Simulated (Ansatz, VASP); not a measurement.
**H2CNO in VASP and in Ansatz**

```
H C N O
1.0
     3.51142    0.00000   -0.01168
     0.00000    6.20902    0.00000
    -3.42682    0.00000    8.29681
H C N O
8 4 4 4
Direct
  0.70758 0.82976 0.90085
  0.29242 0.32976 0.59915
  0.29242 0.17024 0.09915
  0.70758 0.67024 0.40085
  0.98247 0.61627 0.12821
  0.01753 0.11627 0.37179
  0.01753 0.38373 0.87179
  0.98247 0.88373 0.62821
  0.11075 0.78019 0.13896
  0.88925 0.28019 0.36104
  0.88925 0.21981 0.86104
  0.11075 0.71981 0.63896
  0.93717 0.89589 0.00387
  0.06283 0.39589 0.49613
  0.06283 0.10411 0.99613
  0.93717 0.60411 0.50387
  0.38757 0.84954 0.26435
  0.61243 0.34954 0.23565
  0.61243 0.15046 0.73565
  0.38757 0.65046 0.76435
```

Alike in both runs: task relaxation of cell and atoms; functional PBE; dispersion D3(BJ); k mesh 6 × 4 × 4; occupations gaussian, width 0.02 eV; no spin polarisation.

|  | VASP | Ansatz |
| --- | --- | --- |
| version | VASP 6.6.1 | Ansatz 0.2.0 |
| potentials or method | VASP PAW PBE potentials, release 64 (H, C, N, O), cutoff 600 eV | scalar-relativistic, plane waves, PAW |
| valence electrons in the cell | 68 | 68 |

```csv
,VASP,Ansatz,Ansatz less VASP
"gap on the k mesh at the Fermi level, each at its own relaxed structure (eV)",3.48,3.54,+0.064
relaxed volume (Å³/atom),8.92,9.10,+0.187
relaxed cell length with the largest relative difference (Å),3.497,3.543,+0.0457
```

Noted on VASP's run: the standard files for N, O and F lose accuracy on very short bonds.
